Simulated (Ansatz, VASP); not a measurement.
## One calculation of TaF3, two programs

```
Ta F
1.0
     3.90120    0.00000    0.00000
     0.00000    3.90120    0.00000
     0.00000    0.00000    4.01824
Ta F
1 3
Cartesian
  0.0000 0.0000 0.0000
  1.9506 0.0000 0.0000
  0.0000 1.9506 0.0000
  0.0000 0.0000 2.0091
```

Change from the starting cell: strain +0.000 along x and y, +0.030 along z, atoms carried along.

Alike in both runs: task single point; functional LDA; k mesh 12 × 12 × 12; occupations gaussian, width 0.15 eV; no spin polarisation.

|  | VASP | Ansatz |
| --- | --- | --- |
| version | VASP 6.6.1 | Ansatz 0.2.0 |
| potentials or method | VASP PAW LDA potentials, release 64 (Ta_pv, F), cutoff 600 eV | scalar-relativistic, plane waves, PAW |
| valence electrons in the cell | 32 | 34 |

Ansatz gave:

- gap on the k mesh at the Fermi level (eV): none
- pressure (GPa): 10.5
- traceless stress, the component that is largest in VASP (GPa): -7.10

Q: Estimate VASP's values.

A: gap on the k mesh at the Fermi level (eV): none; pressure (GPa): 11.1; traceless stress, the component that is largest in VASP (GPa): -7.25.

LDA's correlation is that of Perdew and Zunger in VASP and of Perdew and Wang (1992) in Ansatz. A gap of «none» marks a metal or a gap that the smearing closes. VASP's potentials hold 32 valence electrons a cell and Ansatz's 34, so a difference there can come from the potentials and not from the codes.

Spin-orbit coupling is off throughout.
